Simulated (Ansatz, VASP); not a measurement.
## One calculation of Au, two programs

```
Au
1.0
     0.00000    2.29211    1.62052
     2.29211    0.00000    1.62052
     2.29211    2.29211    0.00000
Au
1
Direct
  0.00000 0.00000 0.00000
```

Alike in both runs: task single point; functional PBEsol; k mesh 28 × 28 × 28; occupations gaussian, width 0.15 eV; no spin polarisation.

|  | VASP | Ansatz |
| --- | --- | --- |
| version | VASP 6.6.1 | Ansatz 0.2.0 |
| potentials or method | VASP PAW PBE potentials, release 64 (Au), cutoff 520 eV | scalar-relativistic, plane waves, PAW |
| valence electrons in the cell | 11 | 19 |

```tsv
	VASP	Ansatz	Ansatz less VASP
gap on the k mesh at the Fermi level (eV)	none	none	-
pressure (GPa)	0.1	0.3	+0.23
```

VASP's potentials were made for PBE, not for PBEsol. A gap of «none» marks a metal or a gap that the smearing closes. VASP's potentials hold 11 valence electrons a cell and Ansatz's 19, so a difference there can come from the potentials and not from the codes.

Spin-orbit coupling is off throughout.
